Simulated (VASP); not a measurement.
Set up this calculation in VASP 6.6.1, as the native input.

- Task: single point
- Functional: PBEsol
- Dispersion: D4
- Potentials or basis: VASP PAW PBE potentials, release 64 (Co)
- Cutoff: 600 eV
- k mesh: 21 × 21 × 10
- Occupations: gaussian, width 0.1 eV
- Spin: collinear spin, ferromagnetic start
- Starting moments: [1.73, 1.73] μB
- Dipole correction: no
- Further INCAR settings: ALGO = Normal; EDIFF = 1e-06; NBANDS = 20

The structure of Co lies in POSCAR:

```
Co
1.0
    2.4441171716      0.0000000000      0.0000000000
   -1.2220585858      2.1166675605      0.0000000000
    0.0000000000      0.0000000000      3.9476385445
Co
2
Direct
    0.3333333333      0.6666666667      0.2500000000
    0.6666666667      0.3333333333      0.7500000000
```

These files were run (other wordings do the same):

INCAR

```
PREC = Accurate
ENCUT = 600
EDIFF = 1E-6
ISMEAR = 0
SIGMA = 0.1
LREAL = F
LASPH = T
NELM = 200
ALGO = Normal
ISIF = 2
LWAVE = F
LCHARG = F
ISPIN = 2
MAGMOM = 1.73 1.73
LORBIT = 11
LMAXMIX = 4
GGA = PS
IVDW = 13
NBANDS = 20
GGA_COMPAT = F
```

KPOINTS

```
Automatic mesh
0
Gamma
  21 21 10
```

Potentials or basis: VASP PAW PBE potentials, release 64 (Co).

The run is started by

```console
$ cat potpaw_PBE.64/Co/POTCAR > POTCAR
$ mpirun -np 1 vasp_std > vasp.out
```

Results of the run:

- Pressure: -1.1 GPa
- Net moment: 3.09 μB per cell
- Site moments: Co +1.55 μB
- Valence electrons inside the program's atomic spheres: Co 8.40
- Dispersion energy per atom: -0.260 eV

Caveat: the PAW data sets were made with another functional, which shifts forces and pressure a little; pairwise dispersion overbinds metals, which lowers pressure and volume.

Wall time 5.7 min on 1 thread of AMD EPYC 7R13, on a shared host, peak memory 0.28 GiB.
